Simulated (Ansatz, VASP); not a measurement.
**ZrB2 in VASP and in Ansatz**

```
CELL_PARAMETERS angstrom
3.16500 -0.03165 -0.03165
-1.60991 2.75680 -0.01158
-0.03520 -0.03520 3.52000
ATOMIC_POSITIONS crystal
Zr 0.00000 0.00000 0.00000
B 0.33333 0.66667 0.50000
B 0.66667 0.33333 0.50000
```

Change from the starting cell: equal xy, yz and zx shear strains of -2 %, crystal datasets.

Alike in both runs: task electric field gradients; functional LDA; k mesh 12 × 12 × 9; occupations fermi-dirac, width 0.05 eV; no spin polarisation.

|  | VASP | Ansatz |
| --- | --- | --- |
| version | VASP 6.6.1 | Ansatz 0.2.0 |
| potentials or method | VASP PAW LDA potentials, release 64 (Zr_sv, B), cutoff 520 eV | all-electron PAW with datasets made for the crystal, scalar-relativistic |

|  | VASP | Ansatz | Ansatz less VASP |
| --- | --- | --- | --- |
| pressure (GPa) | -6.5 | -6.9 | -0.46 |
| traceless stress, the component that is largest in VASP (GPa) | 5.30 | 5.30 | -0.005 |
| rms of the force components (eV/Å) | 0.023 | 0.023 | -0.0002 |
| size of Vzz on the site where it differs most (V/Å²) | 54.9 | 57.3 | +2.47 |

LDA's correlation is that of Perdew and Zunger in VASP and of Perdew and Wang (1992) in Ansatz. Atom by atom the forces differ by 0.000 eV/Å (rms over components). Ansatz ran all-electron here, and VASP with PAW potentials.
